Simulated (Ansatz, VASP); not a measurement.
Ti4N3O: VASP beside Ansatz

```
Ti N O
1.0
     4.25450    0.00000    0.00000
     0.00000    4.25450    0.00000
     0.00000    0.00000    4.25450
Ti N O
4 3 1
Direct
  0.00000 0.00000 0.00000
  0.50000 0.00000 0.50000
  0.00000 0.50000 0.50000
  0.50000 0.50000 0.00000
  0.00000 0.50000 0.00000
  0.50000 0.00000 0.00000
  0.00000 0.00000 0.50000
  0.50000 0.50000 0.50000
```

Alike in both runs: task single point; functional PBE; k mesh 4 × 4 × 4; occupations gaussian, width 0.1 eV; no spin polarisation.

|  | VASP | Ansatz |
| --- | --- | --- |
| version | VASP 6.6.1 | Ansatz 0.2.0 |
| potentials or method | VASP PAW PBE potentials, release 64 (Ti_sv, N, O), cutoff 520 eV | scalar-relativistic, plane waves, PAW |
| valence electrons in the cell | 69 | 69 |

Ansatz gave:

- gap on the k mesh at the Fermi level (eV): none
- pressure (GPa): -0.4

Question: Which values does VASP return?

Answer: gap on the k mesh at the Fermi level (eV): none; pressure (GPa): 0.0.

A gap of «none» marks a metal or a gap that the smearing closes.

The k mesh is coarse, so the values compare programs but aren't converged.
